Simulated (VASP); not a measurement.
Write the native input for VASP 6.6.1 that does the following.

| Quantity | Value |
| --- | --- |
| Task | single point |
| Functional | PBEsol |
| Potentials or basis | VASP PAW PBE potentials, release 64 (Mo_sv, S) |
| Cutoff | 520 eV |
| k mesh | 12 × 12 × 2 |
| Occupations | gaussian, width 0.02 eV |
| Spin | no spin polarisation |
| Dipole correction | no |
| Further INCAR settings | ALGO = Normal; EDIFF = 1e-07; NBANDS = 35 |

The structure of MoS2 lies in POSCAR:

```
MoS2
1.0
    3.2670439345      0.0000000000      0.0000000000
   -1.6335219672      2.8293430425      0.0000000000
    0.0000000000      0.0000000000     12.3783526109
Mo S
2 4
Direct
    0.6666666667      0.3333333333      0.2500000000
    0.3333333333      0.6666666667      0.7500000000
    0.6666666667      0.3333333333      0.6273593630
    0.3333333333      0.6666666667      0.3726406370
    0.6666666667      0.3333333333      0.8726406370
    0.3333333333      0.6666666667      0.1273593630
```

This cell differs from its parent crystal: biaxial strain in the a-b plane: +4.0 %, then relaxed in part.

One way to write it, as run:

INCAR

```
PREC = Accurate
ENCUT = 520
EDIFF = 1E-7
ISMEAR = 0
SIGMA = 0.02
LREAL = F
LASPH = T
NELM = 60
ALGO = Normal
ISIF = 2
LWAVE = F
LCHARG = F
GGA = PS
NBANDS = 35
```

KPOINTS

```
regular mesh
0
Gamma
  12 12 2
```

Potentials or basis: VASP PAW PBE potentials, release 64 (Mo_sv, S).

Launch:

```console
$ cat potpaw_PBE.64/Mo_sv/POTCAR potpaw_PBE.64/S/POTCAR > POTCAR
$ mpirun -np 1 vasp_std > vasp.out
```

It gave:

```
Pressure               : -6.4 GPa
Band gap on the k mesh : 0.42 eV (least direct gap 1.34 eV)
```

Caveat: the cell differs from its parent crystal (biaxial strain in the a-b plane: +4.0 %, then relaxed in part); the cell stands under tension; the PAW data sets were made with another functional, which shifts forces and pressure a little; this functional lacks dispersion, which binds the layers, so the pressure and a relaxed spacing across them are unreliable.

Wall time 64 s on 1 thread of Intel(R) Xeon(R) 6975P-C (Granite Rapids), with other jobs on the host, peak memory 0.28 GiB.
